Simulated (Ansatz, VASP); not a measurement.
# PtS2: VASP beside Ansatz

```
S Pt
1.0
     3.54153    0.00000    0.00000
    -1.77076    3.06705    0.00000
     0.00000    0.00000   22.46706
S Pt
4 2
Direct
  0.66667 0.33333 0.20029
  0.33333 0.66667 0.31083
  0.83333 0.66667 0.47730
  0.50000 0.00000 0.58784
  0.00000 0.00000 0.25556
  0.16667 0.33333 0.53257
```

Alike in both runs: task single point; functional PBE; dispersion D3(BJ); k mesh 9 × 9 × 1; occupations gaussian, width 0.05 eV; no spin polarisation.

```csv
,VASP,Ansatz
version,VASP 6.6.1,Ansatz 0.2.0
potentials or method,"VASP PAW PBE potentials, release 64 (S, Pt), cutoff 520 eV","scalar-relativistic, plane waves, PAW"
valence electrons in the cell,44,60
```

```tsv
	VASP	Ansatz	Ansatz less VASP
gap on the k mesh at the Fermi level (eV)	1.57	1.57	-0.005
least direct gap on the mesh (eV)	1.66	1.65	-0.006
rms of the force components (eV/Å)	0.025	0.028	+0.0032
```

VASP's potentials hold 44 valence electrons a cell and Ansatz's 60, so a difference there can come from the potentials and not from the codes.

Spin-orbit coupling is off throughout.
